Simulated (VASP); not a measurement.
# B (Imm2) in VASP: a series of runs

B is run at these levels: PBE; tasks: relaxation of cell and atoms, single point.

Everything below comes from runs of VASP 6.6.1. Logs are shortened: lines on timing, memory, paths and dates and some standing lists are left out, and cuts for length are marked.

### 1 The cell of the first run

It takes space group Imm2 (No. 44, orthorhombic). The conventional cell has a = 3.104 Å, b = 5.267 Å, c = 4.503 Å, α = 90.00°, β = 90.00°, γ = 90.00°. B (site symmetry m) has 4 B at 1.66 to 2.16 Å within 2.2 Å. Within 2.2 Å of B (site symmetry m) lie 4 B at 1.66 to 1.87 Å.

### 2 Relaxation of cell and atoms, PBE

File INCAR:

```
SYSTEM = B
PREC = Accurate ; ENCUT = 600
EDIFF = 1E-6 ; ISMEAR = 0
SIGMA = 0.1 ; LREAL = .False.
LASPH = .True. ; NELM = 100
ALGO = Normal ; ISIF = 3
LWAVE = .False. ; LCHARG = .False.
GGA = PE ; IBRION = 2
NSW = 100 ; EDIFFG = -0.01
```

File KPOINTS:

```
Automatic mesh
0
Gamma
  18 18 18
  0 0 0
```

File POSCAR:

```
B
1.0
   -1.5522191749      2.6333783926      2.2512744271
    1.5522191749     -2.6333783926      2.2512744271
    1.5522191749      2.6333783926     -2.2512744271
B
4
Direct
    0.0436658607      0.2485189419      0.7951469187
    0.4533720232      0.2485189419      0.2048530813
    0.2978349758      0.6201976756      0.6776373003
    0.9425603753      0.6201976756      0.3223626997
```

Potentials or basis: VASP PAW PBE potentials, release 64 (B).

On the command line:

```console
$ cat potpaw_PBE.64/B/POTCAR > POTCAR
$ mpirun -np 1 vasp_std > vasp.out
```

OUTCAR:

```text
SYSTEM = B
   PREC = Accurate
   ENCUT = 600
   EDIFF = 1E-6
   ISMEAR = 0
   LREAL = .False.
   LASPH = .True.
   NELM = 100
   ISIF = 3
   GGA = PE
   IBRION = 2
   NSW = 100
   EDIFFG = -0.01

 ion  position               nearest neighbor table
   1  0.044  0.249  0.795-   4 1.66   4 1.66   3 1.78   2 2.16
   2  0.453  0.249  0.205-   3 1.66   3 1.66   4 1.78   1 2.16
   3  0.298  0.620  0.678-   2 1.66   2 1.66   1 1.78   4 1.87
   4  0.943  0.620  0.322-   1 1.66   1 1.66   2 1.78   3 1.87

  LATTYP: Found a body centered orthorhombic cell.
 ALAT       =     3.1044383498
 B/A-ratio  =     1.4503585985
 C/A-ratio  =     1.6965248434

  Lattice vectors:

 A1 = (   1.5522191749,  -2.6333783926,  -2.2512744271)
 A2 = (  -1.5522191749,  -2.6333783926,   2.2512744271)
 A3 = (  -1.5522191749,   2.6333783926,  -2.2512744271)

Analysis of symmetry for initial positions (statically):
=====================================================================
 Subroutine PRICEL returns:
 Original cell was already a primitive cell.

 Routine SETGRP: Setting up the symmetry group for a
 body centered orthorhombic supercell.

 Subroutine GETGRP returns: Found  4 space group operations
 (whereof  4 operations were pure point group operations)
 out of a pool of  8 trial point group operations.

The static configuration has the point symmetry C_2v.

Analysis of symmetry for dynamics (positions and initial velocities):
=====================================================================
 Subroutine PRICEL returns:
 Original cell was already a primitive cell.

 Routine SETGRP: Setting up the symmetry group for a
 body centered orthorhombic supercell.

 Subroutine GETGRP returns: Found  4 space group operations
 (whereof  4 operations were pure point group operations)
 out of a pool of  8 trial point group operations.

The dynamic configuration has the point symmetry C_2v.

 Subroutine INISYM returns: Found  4 space group operations
 (whereof  4 operations are pure point group operations),
 and found     1 'primitive' translations

----------------------------------------------------------------------------------------

                                     Primitive cell

  volume of cell :      36.8091

[... 114 lines left out ...]
  Fermi-wavevector in a.u.,A,eV,Ry     =   1.126723  2.129197 17.272648  1.269504
  Thomas-Fermi vector in A             =   2.263406
   LORBIT       =      0    0 simple, 1 ext, 2 COOP (PROOUT), +10 PAW based schemes
   GGA     = PE    functional components
   LHFCALC =     F    Hartree Fock is set to
   AEXX    =    0.0000 exact exchange contribution
   IVDW    =     0    specifies the selected vdW correction
   LEPSILON=     F    determine dielectric tensor
   LRPA    =     F    only Hartree local field effects (RPA)
 conjugate gradient relaxation of ions
 non-spin polarized calculation
 Gauss-broadening in eV      SIGMA  =   0.10
  energy-cutoff  :      600.00
  volume of cell :       36.81
 maximum number of plane-waves:      1251
   NGX = 15   NGY = 15   NGZ = 15

--------------------------------------- Ionic step        1  -------------------------------------------

 number of electron      12.0000000 magnetization

 Free energy of the ion-electron system (eV)
  ---------------------------------------------------
  ext. energy  EPLUGINS =         0.00000000
  ---------------------------------------------------
  free energy    TOTEN  =       -23.40255340 eV

  energy without entropy =      -23.39669390  energy(sigma->0) =      -23.39962365

------------------------ aborting loop because EDIFF is reached ----------------------------------------

  FORCE on cell =-STRESS in cart. coord.  units (eV):
  Direction    XX          YY          ZZ          XY          YZ          ZX
  --------------------------------------------------------------------------------------
  -------------------------------------------------------------------------------------
  Total        0.0650959     -0.2365645      0.0085127      0.0000000      0.0000000      0.0000000
  in kB        2.8334125    -10.2968735      0.3705305      0.0000000      0.0000000      0.0000000
  external PRESSURE =      -2.3643102 kB  Pullay stress =       0.0000000 kB
[... 95 lines left out ...]
  FREE ENERGIE OF THE ION-ELECTRON SYSTEM (eV)
  ---------------------------------------------------
  free  energy   TOTEN  =       -23.4037632356 eV

  energy  without entropy=      -23.3977750915  energy(sigma->0) =      -23.40076916

[... ionic steps 4 to 29 ...]

--------------------------------------- Ionic step       30  -------------------------------------------

 number of electron      12.0000000 magnetization

------------------------ aborting loop because EDIFF is reached ----------------------------------------
[... 71 lines left out ...]
--------------------------------------- Ionic step       32  -------------------------------------------

 number of electron      12.0000000 magnetization

 Free energy of the ion-electron system (eV)
  ---------------------------------------------------
  ext. energy  EPLUGINS =         0.00000000
  ---------------------------------------------------
  free energy    TOTEN  =       -23.41003180 eV

  energy without entropy =      -23.40414155  energy(sigma->0) =      -23.40708668

 E-fermi :   3.4698     XC(G=0): -10.6637

 val. band max:        3.4690541779   @ k =   0.3333   0.2222   0.1667
 cond. band min:       3.4704728448   @ k =  -0.1111  -0.3333   0.1111
 fundamental gap:      0.0014186669
 Fermi energy:         3.4698405817

 k-point     1 :       0.0000    0.0000    0.0000
  band No.  band energies     occupation
      1      -9.5115      2.00000
      2      -0.6540      2.00000
      3      -0.2766      2.00000
      4       0.5537      2.00000
      5       2.0248      2.00000
      6       2.2352      2.00000
      7       3.8352      0.00000
      8       6.5705      0.00000
      9       8.8093      0.00000
     10       9.4001      0.00000
[... 287 lines left out ...]
 k-point    24 :      -0.2778    0.0556    0.0000
  band No.  band energies     occupation
      1      -8.9056      2.00000
      2      -3.5342      2.00000
      3       0.2364      2.00000
      4       1.0269      2.00000
      5       1.7142      2.00000
      6       2.6757      2.00000
      7       5.4102      0.00000
      8       6.0156      0.00000
      9       8.0171      0.00000
     10       9.3962      0.00000

 [... further k-points ...]
[... 5 lines left out ...]
  --------------------------------------------------------------------------------------
  -------------------------------------------------------------------------------------
  Total        0.0371334      0.0057994      0.0025588      0.0000000      0.0000000      0.0000000
  in kB        1.6468367      0.2571995      0.1134804      0.0000000      0.0000000      0.0000000
  external PRESSURE =       0.6725055 kB  Pullay stress =       0.0000000 kB
[... 19 lines left out ...]
  FREE ENERGIE OF THE ION-ELECTRON SYSTEM (eV)
  ---------------------------------------------------
  free  energy   TOTEN  =       -23.4100317991 eV

  energy  without entropy=      -23.4041415525  energy(sigma->0) =      -23.40708668

 reached required accuracy - stopping structural energy minimisation
```

OSZICAR:

```text
N       E                     dE             d eps       ncg     rms          rms(c)
DAV:   1     0.198956775259E+02    0.19896E+02   -0.61719E+03 17300   0.118E+03
DAV:   2    -0.231090151845E+02   -0.43005E+02   -0.41378E+02 25892   0.175E+02
DAV:   3    -0.245481678327E+02   -0.14392E+01   -0.14119E+01 21026   0.289E+01
[... 207 lines left out ...]
       N       E                     dE             d eps       ncg     rms          rms(c)
DAV:   1    -0.234100626887E+02   -0.51584E-04   -0.35253E-03 17378   0.493E-01    0.309E-02
DAV:   2    -0.234100404299E+02    0.22259E-04   -0.72912E-05 21740   0.681E-02    0.163E-02
DAV:   3    -0.234100318779E+02    0.85520E-05   -0.19900E-05 19652   0.277E-02    0.276E-03
DAV:   4    -0.234100317991E+02    0.78822E-07   -0.12598E-06  9800   0.859E-03
  32 F= -.23410032E+02 E0= -.23407087E+02  d E =-.210907E-04
```

CONTCAR:

```text
B
   1.00000000000000
    -1.5461506114032955    2.5345500869130371    2.3046906158932421
     1.5461506114032955   -2.5345500869130371    2.3046906158932421
     1.5461506114032955    2.5345500869130371   -2.3046906158932421
  B
     4
Direct
     0.0570474679114450    0.2521961254869953    0.8048513423244482
     0.4473447831625403    0.2521961254869953    0.1951486576755520
     0.3131078026945757    0.6165204920130035    0.6965873107815671
     0.9199331812314362    0.6165204920130035    0.3034126892184331

  0.00000000E+00  0.00000000E+00  0.00000000E+00
  0.00000000E+00  0.00000000E+00  0.00000000E+00
  0.00000000E+00  0.00000000E+00  0.00000000E+00
  0.00000000E+00  0.00000000E+00  0.00000000E+00
```

Run time: 34 min. Hardware: 1 thread of Intel Xeon 6975P-C (Granite Rapids), shared host; peak memory 0.48 GiB.

What came out:

```yaml
Free_energy: -23.4100 eV
Relaxed_volume: 9.03 Å³/atom
Relaxed_cell: a = 3.758 Å, b = 3.758 Å, c = 3.758 Å, α = 131.42°, β = 95.19°, γ = 104.36°
Space_group_after_relaxing_to_0.05_Å: Imma (No. 74)
Energy_gained_by_relaxing: 1.9 meV/atom
Ionic_steps: 32
Pressure_after_relaxing: 0.1 GPa
Largest_force_after_relaxing: 0.006 eV/Å
Band_gap_on_the_k_mesh: zero (band 6 reaches 4.70 eV, above the bottom of band 7 at 2.25 eV)
```

Forces on the atoms (eV/Å):
```
B    0.000  0.000 -0.005
B    0.000  0.000 -0.005
B    0.000 -0.004  0.005
B    0.000  0.004  0.005
```

Step by step:
```tsv
step	energy change (eV)	largest force (eV/Å)	pressure (GPa)	volume (Å³)
1	0.0000	0.0478	-0.24	36.81
2	-0.0009	0.0297	-0.30	36.74
3	-0.0012	0.0258	-0.37	36.66
4	-0.0017	0.0266	-0.04	36.57
5	-0.0020	0.0282	0.49	36.44
6	-0.0024	0.0321	0.34	36.46
7	-0.0029	0.0476	-0.11	36.55
8	-0.0029	0.0508	-0.19	36.56
9	-0.0032	0.0243	-0.19	36.54
10	-0.0033	0.0421	-0.18	36.52
11	-0.0035	0.0443	-0.15	36.48
12	-0.0041	0.0508	-0.04	36.36
13	-0.0045	0.0609	0.14	36.11
14	-0.0045	0.0584	0.09	36.18
15	-0.0048	0.0313	0.14	36.15
16	-0.0048	0.0365	0.14	36.15
17	-0.0053	0.0309	-0.08	36.18
18	-0.0059	0.0235	-0.71	36.27
19	-0.0061	0.0253	-0.62	36.25
20	-0.0067	0.0288	-0.32	36.19
21	-0.0069	0.0372	0.27	36.06
22	-0.0069	0.0346	0.10	36.10
23	-0.0071	0.0303	0.06	36.08
24	-0.0072	0.0182	-0.01	36.04
25	-0.0072	0.0210	0.01	36.06
26	-0.0072	0.0148	0.04	36.05
27	-0.0073	0.0106	0.11	36.05
28	-0.0073	0.0083	0.08	36.06
29	-0.0074	0.0031	0.00	36.10
30	-0.0074	0.0131	-0.17	36.17
31	-0.0075	0.0065	-0.08	36.13
32	-0.0075	0.0060	0.07	36.13
```

Final structure:
```
CELL_PARAMETERS angstrom
-1.54615 2.53455 2.30469
1.54615 -2.53455 2.30469
1.54615 2.53455 -2.30469
ATOMIC_POSITIONS crystal
B 0.05705 0.25220 0.80485
B 0.44734 0.25220 0.19515
B 0.31311 0.61652 0.69659
B 0.91993 0.61652 0.30341
```

### 3 Single point, PBE

This run uses another cell than the first one, of 7.98 Å³/atom, 0.867 times its volume.

File INCAR:

```
SYSTEM = B
PREC     = Accurate       ! precision mode
ENCUT    = 520            ! plane-wave cutoff, eV
EDIFF    = 1E-6           ! SCF threshold, eV
ISMEAR   = 0              ! smearing method
SIGMA    = 0.1            ! smearing width, eV
LREAL    = .FALSE.        ! projectors in reciprocal space
LASPH    = .TRUE.         ! aspherical terms in the spheres
NELM     = 100            ! most SCF steps
ALGO     = Normal         ! electronic algorithm
ISIF     = 2              ! what is computed and relaxed
LWAVE    = .FALSE.        ! write WAVECAR
LCHARG   = .FALSE.        ! write CHGCAR
GGA      = PE             ! functional
NBANDS   = 14             ! bands
```

File KPOINTS:

```
regular mesh
0
G
  8 8 8
  0 0 0
```

File POSCAR:

```
B
1.0
   -1.3562673700      2.6311771000      2.2362302400
    1.3562673700     -2.6311771000      2.2362302400
    1.3562673700      2.6311771000     -2.2362302400
B
4
Direct
    0.0116296500      0.2630089100      0.7486207400
    0.5143881600      0.2630089100      0.2513792600
    0.2589471500      0.6057077100      0.6532394400
    0.9524682700      0.6057077100      0.3467605600
```

Potentials or basis: VASP PAW PBE potentials, release 64 (B).

On the command line:

```console
$ cat potpaw_PBE.64/B/POTCAR > POTCAR
$ mpirun -np 1 vasp_std > vasp.out
```

OUTCAR:

```text
SYSTEM = B
   PREC = Accurate
   ENCUT = 520
   EDIFF = 1E-6
   ISMEAR = 0
   LREAL = .FALSE.
   LASPH = .TRUE.
   NELM = 100
   ISIF = 2
   GGA = PE

 ion  position               nearest neighbor table
   1  0.012  0.263  0.749-   4 1.61   4 1.61   3 1.61
   2  0.514  0.263  0.251-   3 1.61   3 1.61   4 1.61
   3  0.259  0.606  0.653-   2 1.61   2 1.61   1 1.61   4 1.61
   4  0.952  0.606  0.347-   1 1.61   1 1.61   2 1.61   3 1.61

  LATTYP: Found a body centered orthorhombic cell.
 ALAT       =     2.7125347400
 B/A-ratio  =     1.6488122397
 C/A-ratio  =     1.9400135683

  Lattice vectors:

 A1 = (   1.3562673700,  -2.6311771000,  -2.2362302400)
 A2 = (  -1.3562673700,  -2.6311771000,   2.2362302400)
 A3 = (  -1.3562673700,   2.6311771000,  -2.2362302400)

Analysis of symmetry for initial positions (statically):
=====================================================================
 Subroutine PRICEL returns:
 Original cell was already a primitive cell.

 Routine SETGRP: Setting up the symmetry group for a
 body centered orthorhombic supercell.

 Subroutine GETGRP returns: Found  4 space group operations
 (whereof  4 operations were pure point group operations)
 out of a pool of  8 trial point group operations.

The static configuration has the point symmetry C_2v.

Analysis of symmetry for dynamics (positions and initial velocities):
=====================================================================
 Subroutine PRICEL returns:
 Original cell was already a primitive cell.

 Routine SETGRP: Setting up the symmetry group for a
 body centered orthorhombic supercell.

 Subroutine GETGRP returns: Found  4 space group operations
 (whereof  4 operations were pure point group operations)
 out of a pool of  8 trial point group operations.

The dynamic configuration has the point symmetry C_2v.

 Subroutine INISYM returns: Found  4 space group operations
[... 126 lines left out ...]
   GGA     = PE    functional components
   LHFCALC =     F    Hartree Fock is set to
   AEXX    =    0.0000 exact exchange contribution
   IVDW    =     0    specifies the selected vdW correction
   LEPSILON=     F    determine dielectric tensor
   LRPA    =     F    only Hartree local field effects (RPA)
 non-spin polarized calculation
 Gauss-broadening in eV      SIGMA  =   0.10
  energy-cutoff  :      520.00
  volume of cell :       31.92
 maximum number of plane-waves:       872
   NGX = 13   NGY = 13   NGZ = 13

 number of electron      12.0000000 magnetization

 Free energy of the ion-electron system (eV)
  ---------------------------------------------------
  ext. energy  EPLUGINS =         0.00000000
  ---------------------------------------------------
  free energy    TOTEN  =       -22.47383683 eV

  energy without entropy =      -22.46737486  energy(sigma->0) =      -22.47060584

 E-fermi :   4.2123     XC(G=0): -11.0851

 val. band max:        4.2081212157   @ k =  -0.1250   0.3750   0.1250
 cond. band min:       4.2162680115   @ k =   0.3750  -0.1250   0.1250
 fundamental gap:      0.0081467958
 Fermi energy:         4.2123224990

 k-point     1 :       0.0000    0.0000    0.0000
  band No.  band energies     occupation
      1      -9.3729      2.00000
      2      -1.2655      2.00000
      3      -0.3035      2.00000
      4       0.8461      2.00000
      5       2.5747      2.00000
      6       4.5724      0.00000
      7       5.7500      0.00000
      8       7.7721      0.00000
      9       9.2495      0.00000
     10      11.7644      0.00000
     11      13.2211      0.00000
     12      15.6352      0.00000
     13      15.7866      0.00000
     14      19.5198      0.00000
[... 377 lines left out ...]
      1      -5.2569      2.00000
      2      -3.7584      2.00000
      3      -2.5299      2.00000
      4       0.1014      2.00000
      5       0.9829      2.00000
      6       3.0413      2.00000
      7       4.9593      0.00000
      8       6.7178      0.00000
      9       9.8903      0.00000
     10      13.7148      0.00000
     11      16.2048      0.00000
     12      16.4302      0.00000
     13      18.3658      0.00000
     14      19.2753      0.00000

 [... further k-points ...]
[... 5 lines left out ...]
  --------------------------------------------------------------------------------------
  -------------------------------------------------------------------------------------
  Total       11.2766381      3.6728644      6.7348029      0.0000000      0.0000000      0.0000000
  in kB      566.0024658    184.3501828    338.0364804      0.0000000      0.0000000      0.0000000
  external PRESSURE =     362.7963763 kB  Pullay stress =       0.0000000 kB

 VOLUME and BASIS-vectors are now :
 -----------------------------------------------------------------------------
  energy-cutoff  :      520.00
  volume of cell :       31.92
      direct lattice vectors                 reciprocal lattice vectors
    -1.356267370  2.631177100  2.236230240     0.000000000  0.190029018  0.223590573
     1.356267370 -2.631177100  2.236230240     0.368658873  0.000000000  0.223590573
     1.356267370  2.631177100 -2.236230240     0.368658873  0.190029018  0.000000000

 POSITION                                       TOTAL-FORCE (eV/Angst)
 -----------------------------------------------------------------------------------
      1.35627      1.30833     -1.05993         0.000000     -0.101429      0.182012
      0.00000      1.32285      1.17630        -0.000000      0.101429      0.182012
      1.35627      0.80640      0.47277         0.000000     -0.117322     -0.182012
      0.00000      1.82478      2.70900         0.000000      0.117322     -0.182012
 -----------------------------------------------------------------------------------
    total drift:                               -0.000001      0.000002      0.000017

  FREE ENERGIE OF THE ION-ELECTRON SYSTEM (eV)
  ---------------------------------------------------
  free  energy   TOTEN  =       -22.4738368264 eV

  energy  without entropy=      -22.4673748627  energy(sigma->0) =      -22.47060584
```

OSZICAR:

```text
N       E                     dE             d eps       ncg     rms          rms(c)
DAV:   1     0.151063511249E+02    0.15106E+02   -0.56182E+03  2660   0.766E+02
DAV:   2    -0.235214875411E+02   -0.38628E+02   -0.36234E+02  3498   0.152E+02
DAV:   3    -0.245931228469E+02   -0.10716E+01   -0.10644E+01  3542   0.207E+01
DAV:   4    -0.245959887036E+02   -0.28659E-02   -0.28657E-02  3068   0.126E+00
DAV:   5    -0.245959993784E+02   -0.10675E-04   -0.10675E-04  3596   0.718E-02    0.739E+00
DAV:   6    -0.228461191254E+02    0.17499E+01   -0.22795E+00  3200   0.763E+00    0.379E+00
DAV:   7    -0.224891510871E+02    0.35697E+00   -0.76532E-01  3524   0.454E+00    0.130E+00
DAV:   8    -0.224729303061E+02    0.16221E-01   -0.63083E-02  3170   0.154E+00    0.272E-01
DAV:   9    -0.224738058666E+02   -0.87556E-03   -0.48056E-03  3230   0.406E-01    0.852E-02
DAV:  10    -0.224738177461E+02   -0.11879E-04   -0.76695E-04  3338   0.154E-01    0.162E-02
DAV:  11    -0.224738348924E+02   -0.17146E-04   -0.27197E-05  3470   0.380E-02    0.105E-02
DAV:  12    -0.224738366828E+02   -0.17904E-05   -0.70158E-06  3262   0.155E-02    0.185E-03
DAV:  13    -0.224738368264E+02   -0.14364E-06   -0.50542E-07  2380   0.475E-03
   1 F= -.22473837E+02 E0= -.22470606E+02  d E =-.646196E-02
```

stdout:

```text
POSCAR found type information on POSCAR B
 POSCAR found :  1 types and       4 ions
 scaLAPACK will be used
 LDA part: xc-table for (Slater+PW92), standard interpolation
 POSCAR, INCAR and KPOINTS ok, starting setup
 FFT: planning ... GRIDC
 FFT: planning ... GRID_SOFT
 FFT: planning ... GRID
 WAVECAR not read
 entering main loop
```

It took 18 s on 1 thread of Intel Xeon 6975P-C (Granite Rapids), shared host; peak memory 0.16 GiB.

What came out:

- Free energy: -22.4738 eV
- Pressure: 36.3 GPa
- Largest force: 0.217 eV/Å
- Band gap on the k mesh: zero (band 6 reaches 7.42 eV, above the bottom of band 7 at 2.60 eV)

Forces in eV/Å, atoms in the order of the input:
```
B    0.000 -0.101  0.182
B    0.000  0.101  0.182
B    0.000 -0.117 -0.182
B    0.000  0.117 -0.182
```

Stress tensor (GPa, compression positive):
```
56.60  0.00  0.00
 0.00 18.44  0.00
 0.00  0.00 33.80
```
